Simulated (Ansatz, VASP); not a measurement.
One calculation of LiTaO2, two programs

```
CELL_PARAMETERS angstrom
3.95216 -3.61117 0.00000
3.95216 3.61117 0.00000
0.00000 0.00000 3.00880
ATOMIC_POSITIONS crystal
Li 0.00000 0.00000 0.00000
Ta 0.50000 0.50000 0.00000
O 0.75616 0.24384 0.00000
O 0.24384 0.75616 0.00000
```

Alike in both runs: functional PBE; k mesh 6 × 6 × 6; occupations gaussian, width 0.1 eV; no spin polarisation.

Ansatz relaxed the structure, and its values are those at the end. VASP's run is a single point on that final structure, the one shown.

|  | VASP | Ansatz |
| --- | --- | --- |
| version | VASP 6.6.1 | Ansatz 0.2.0 |
| potentials or method | VASP PAW PBE potentials, release 64 (Li_sv, Ta_pv, O), cutoff 520 eV | scalar-relativistic, plane waves, PAW |
| valence electrons in the cell | 26 | 28 |

Ansatz gave:

```
gap on the k mesh at the Fermi level (eV) : none
rms of the force components (eV/Å)        : 0.000
```

Task: Estimate VASP's values.

Result: gap on the k mesh at the Fermi level (eV): none; rms of the force components (eV/Å): 0.059.

A gap of «none» marks a metal or a gap that the smearing closes. With one functional, cell and mesh, what is left measures potentials, basis and numerics. VASP's potentials hold 26 valence electrons a cell and Ansatz's 28, so a difference there can come from the potentials and not from the codes.

Spin-orbit coupling is off throughout. Noted on VASP's run: the cutoff is short for stress, so the pressure is rough.
